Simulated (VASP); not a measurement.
# BaTiO3 (P4mm) in VASP: notebook, part 2 of 2

VASP 6.6.1. The steps go on from the part before.

## Step 3: Single point, LDA

File INCAR:

```
SYSTEM = BaTiO3
ALGO     = Normal         ! electronic algorithm
EDIFF    = 1E-6           ! SCF threshold, eV
ENCUT    = 910            ! plane-wave cutoff, eV
GGA      = CA             ! functional
GGA_COMPAT= .FALSE.      
ISIF     = 2              ! what is computed and relaxed
ISMEAR   = 0              ! smearing method
LASPH    = .TRUE.         ! aspherical terms in the spheres
LCHARG   = .TRUE.         ! write CHGCAR
LELF     = .TRUE.         ! ELF
LREAL    = .FALSE.        ! projectors in reciprocal space
LVHAR    = .TRUE.       
LWAVE    = .FALSE.        ! write WAVECAR
NBANDS   = 28             ! bands
NELM     = 120            ! most SCF steps
PREC     = Accurate       ! precision mode
SIGMA    = 0.01           ! smearing width, eV
```

File KPOINTS:

```
Automatic mesh
0
Gamma
  5 5 5
  0.5 0.5 0.5
```

File POSCAR:

```
BaTiO3
1.0
    3.9998000000      0.0000000000      0.0000000000
    0.0000000000      3.9998000000      0.0000000000
    0.0000000000      0.0000000000      4.0180000000
Ba Ti O
1 1 3
Direct
    0.0000000000      0.0000000000      0.0000000000
    0.5000000000      0.5000000000      0.4900000000
    0.5000000000      0.5000000000      0.0190000000
    0.5000000000      0.0000000000      0.5170000000
    0.0000000000      0.5000000000      0.5170000000
```

Potentials or basis: VASP PAW LDA potentials, release 64 (Ba_sv, Ti_sv, O_h).

The run is started by

```bash
> cat potpaw_LDA.64/Ba_sv/POTCAR potpaw_LDA.64/Ti_sv/POTCAR potpaw_LDA.64/O_h/POTCAR > POTCAR
> mpirun -np 1 vasp_std > vasp.out
```

OUTCAR:

```text
SYSTEM = BaTiO3
   EDIFF = 1E-6
   ENCUT = 910
   GGA = CA
   ISIF = 2
   ISMEAR = 0
   LASPH = .TRUE.
   LREAL = .FALSE.
   NELM = 120
   PREC = Accurate

 ion  position               nearest neighbor table
   1  0.000  0.000  0.000-   4 2.79   5 2.79   5 2.79   4 2.79   3 2.83   3 2.83   3 2.83   3 2.83
                             4 2.88   5 2.88   5 2.88   4 2.88   2 3.45   2 3.45   2 3.45   2 3.45
   2  0.500  0.500  0.490-   3 1.89   4 2.00   5 2.00   4 2.00   5 2.00   3 2.13   1 3.45   1 3.45
                             1 3.45   1 3.45   1 3.49   1 3.49   1 3.49   1 3.49
   3  0.500  0.500  0.019-   2 1.89   2 2.13   1 2.83   1 2.83   1 2.83   1 2.83
   4  0.500  0.000  0.517-   2 2.00   2 2.00   1 2.79   1 2.79   1 2.88   1 2.88
   5  0.000  0.500  0.517-   2 2.00   2 2.00   1 2.79   1 2.79   1 2.88   1 2.88

  LATTYP: Found a simple tetragonal cell.
 ALAT       =     3.9998000000
 C/A-ratio  =     1.0045502275

  Lattice vectors:

 A1 = (   3.9998000000,   0.0000000000,   0.0000000000)
 A2 = (   0.0000000000,   3.9998000000,   0.0000000000)
 A3 = (   0.0000000000,   0.0000000000,   4.0180000000)

Analysis of symmetry for initial positions (statically):
=====================================================================
 Subroutine PRICEL returns:
 Original cell was already a primitive cell.

 Routine SETGRP: Setting up the symmetry group for a
 simple tetragonal supercell.

 Subroutine GETGRP returns: Found  8 space group operations
 (whereof  8 operations were pure point group operations)
 out of a pool of 16 trial point group operations.

The static configuration has the point symmetry C_4v.

Analysis of symmetry for dynamics (positions and initial velocities):
=====================================================================
 Subroutine PRICEL returns:
 Original cell was already a primitive cell.

 Routine SETGRP: Setting up the symmetry group for a
 simple tetragonal supercell.

 Subroutine GETGRP returns: Found  8 space group operations
 (whereof  8 operations were pure point group operations)
 out of a pool of 16 trial point group operations.

The dynamic configuration has the point symmetry C_4v.

 Subroutine INISYM returns: Found  8 space group operations
 (whereof  8 operations are pure point group operations),
 and found     1 'primitive' translations

----------------------------------------------------------------------------------------

                                     Primitive cell

  volume of cell :      64.2816

  direct lattice vectors                    reciprocal lattice vectors
     3.999800000  0.000000000  0.000000000     0.250012501  0.000000000  0.000000000
     0.000000000  3.999800000  0.000000000     0.000000000  0.250012501  0.000000000
     0.000000000  0.000000000  4.018000000     0.000000000  0.000000000  0.248880040

  length of vectors
     3.999800000  3.999800000  4.018000000     0.250012501  0.250012501  0.248880040

  position of ions in fractional coordinates (direct lattice)
     0.000000000  0.000000000  0.000000000
     0.500000000  0.500000000  0.490000000
     0.500000000  0.500000000  0.019000000
     0.500000000  0.000000000  0.517000000
     0.000000000  0.500000000  0.517000000

  ion indices of the primitive-cell ions
   primitive index   ion index
[... 32 lines left out ...]
 Following reciprocal coordinates:
            Coordinates               Weight
  0.100000  0.100000  0.100000      8.000000
  0.300000  0.100000  0.100000     16.000000
  0.500000  0.100000  0.100000      8.000000
  0.300000  0.300000  0.100000      8.000000
  0.500000  0.300000  0.100000      8.000000
  0.500000  0.500000  0.100000      2.000000
[... 10 lines left out ...]
  0.500000  0.300000  0.500000      4.000000
  0.500000  0.500000  0.500000      1.000000
   k-points           NKPTS =     18   k-points in BZ     NKDIM =     18   number of bands    NBANDS=     28
   number of dos      NEDOS =    301   number of ions     NIONS =      5
   total plane-waves  NPLWV =  64000
   dimension x,y,z NGX =    40 NGY =   40 NGZ =   40
   dimension x,y,z NGXF=    80 NGYF=   80 NGZF=   80
   ions per type =               1   1   3
   NGX,Y,Z   is equivalent  to a cutoff of  16.63, 16.63, 16.55 a.u.
   NGXF,Y,Z  is equivalent  to a cutoff of  33.25, 33.25, 33.10 a.u.
 SYSTEM =  BaTiO3
   PREC   = accura    normal or accurate (medium, high low for compatibility)
   ISTART =      0    job   : 0-new  1-cont  2-samecut
   ICHARG =      2    charge: 1-file 2-atom 10-const
   ISPIN  =      1    spin polarized calculation?
   LNONCOLLINEAR =      F non collinear calculations
   LSORBIT =      F    spin-orbit coupling
   LASPH  =      T    aspherical Exc in radial PAW
   ENCUT  =  910.0 eV  66.88 Ry    8.18 a.u.   9.84  9.84  9.88*2*pi/ulx,y,z
   NELM   =    120;   NELMIN=  2; NELMDL= -5     # of ELM steps
   EDIFF  = 0.1E-05   stopping-criterion for ELM
   LREAL  =      F    real-space projection
   EDIFFG = 0.1E-04   stopping-criterion for IOM
   NSW    =      0    number of steps for IOM
   IBRION =     -1    ionic relax: 0-MD 1-quasi-New 2-CG
   NFREE  =      0    steps in history (QN), initial steepest desc. (CG)
   ISIF   =      2    stress and relaxation
   ISYM   =      2    0-nonsym 1-usesym 2-fastsym
   POTIM  = 0.5000    time-step for ionic-motion
   TEBEG  =    0.0;   TEEND  =   0.0 temperature during run
   PSTRESS=    0.0 pullay stress
   NELECT =      40.0000    total number of electrons
   NUPDOWN=      -1.0000    fix difference up-down
   EMIN   =  10.00;   EMAX   =-10.00  energy-range for DOS
   EFERMI =   0.00;   METHOD = LEGACY
   ISMEAR =     0;   SIGMA  =   0.01  broadening in eV -4-tet -1-fermi 0-gaus
   EFERMI_NEDOS =   21; number of points for ismear=-14 and -15
   IALGO  =     38    algorithm
   IMIX   =      4    mixing-type and parameters
     AMIX     =   0.40;   BMIX     =  1.00
     AMIX_MAG =   1.60;   BMIX_MAG =  1.00
  volume/ion in A,a.u.               =      12.86        86.76
  Fermi-wavevector in a.u.,A,eV,Ry     =   1.397653  2.641181 26.578078  1.953434
  Thomas-Fermi vector in A             =   2.520888
   LORBIT       =      0    0 simple, 1 ext, 2 COOP (PROOUT), +10 PAW based schemes
   GGA     = CA    functional components
   LHFCALC =     F    Hartree Fock is set to
   AEXX    =    0.0000 exact exchange contribution
   IVDW    =     0    specifies the selected vdW correction
   LEPSILON=     F    determine dielectric tensor
   LRPA    =     F    only Hartree local field effects (RPA)
 non-spin polarized calculation
 Gauss-broadening in eV      SIGMA  =   0.01
  energy-cutoff  :      910.00
  volume of cell :       64.28
 maximum number of plane-waves:      4032
 NGX is ok and might be reduce to    40
   NGX = 19   NGY = 19   NGZ = 19

 number of electron      39.9999995 magnetization

 Free energy of the ion-electron system (eV)
  ---------------------------------------------------
  ext. energy  EPLUGINS =         0.00000000
  ---------------------------------------------------
  free energy    TOTEN  =       -44.13977992 eV

  energy without entropy =      -44.13977992  energy(sigma->0) =      -44.13977992

 E-fermi :   3.9540     XC(G=0): -11.7256

 val. band max:        3.8956159504   @ k =   0.5000   0.5000   0.5000
 cond. band min:       5.9563951480   @ k =   0.1000   0.1000   0.1000
 fundamental gap:      2.0607791976
 Fermi energy:         3.9539737215

 k-point     1 :       0.1000    0.1000    0.1000
  band No.  band energies     occupation
      1     -51.9513      2.00000
      2     -28.6009      2.00000
      3     -28.5697      2.00000
      4     -28.5694      2.00000
      5     -20.7701      2.00000
      6     -12.7086      2.00000
[... 547 lines left out ...]
     27      11.5459      0.00000
     28      11.7218      0.00000

------------------------ aborting loop because EDIFF is reached ----------------------------------------

  FORCE on cell =-STRESS in cart. coord.  units (eV):
  Direction    XX          YY          ZZ          XY          YZ          ZX
  --------------------------------------------------------------------------------------
  -------------------------------------------------------------------------------------
  Total       -2.8489699     -2.8489699     -2.5598581      0.0000000     -0.0000000      0.0000000
  in kB      -71.0087643    -71.0087643    -63.8028373      0.0000000     -0.0000000      0.0000000
  external PRESSURE =     -68.6067886 kB  Pullay stress =       0.0000000 kB

 VOLUME and BASIS-vectors are now :
 -----------------------------------------------------------------------------
  energy-cutoff  :      910.00
  volume of cell :       64.28
      direct lattice vectors                 reciprocal lattice vectors
     3.999800000  0.000000000  0.000000000     0.250012501  0.000000000  0.000000000
     0.000000000  3.999800000  0.000000000     0.000000000  0.250012501  0.000000000
     0.000000000  0.000000000  4.018000000     0.000000000  0.000000000  0.248880040

 POSITION                                       TOTAL-FORCE (eV/Angst)
 -----------------------------------------------------------------------------------
      0.00000      0.00000      0.00000         0.000000      0.000000      0.040784
      1.99990      1.99990      1.96882         0.000000      0.000000     -0.153385
      1.99990      1.99990      0.07634         0.000000     -0.000000      0.373184
      1.99990      0.00000      2.07731         0.000000      0.000000     -0.130292
      0.00000      1.99990      2.07731         0.000000      0.000000     -0.130292
 -----------------------------------------------------------------------------------
    total drift:                                0.000000      0.000000      0.001065

  FREE ENERGIE OF THE ION-ELECTRON SYSTEM (eV)
  ---------------------------------------------------
  free  energy   TOTEN  =       -44.1397799166 eV

  energy  without entropy=      -44.1397799166  energy(sigma->0) =      -44.13977992
```

Run time: 77 s. Hardware: 1 thread of AMD EPYC 9R45 (Zen 5), shared host; peak memory 0.23 GiB.

Results:

```
Free energy            : -44.1398 eV
Pressure               : -6.9 GPa
Largest force          : 0.373 eV/Å
Band gap on the k mesh : 2.06 eV, indirect (least direct gap 2.51 eV)
```

Forces on the atoms (eV/Å):
```
Ba   0.000  0.000  0.041
Ti   0.000  0.000 -0.153
O    0.000  0.000  0.373
O    0.000  0.000 -0.130
O    0.000  0.000 -0.130
```

Caveat: the cutoff is under 1.25 times the usual one of these potentials, so pressure, stress and relaxed cells hold a basis-set (Pulay) error; spin-orbit coupling is left out, which moves the levels of the heavy elements. A k mesh can miss the band edges.
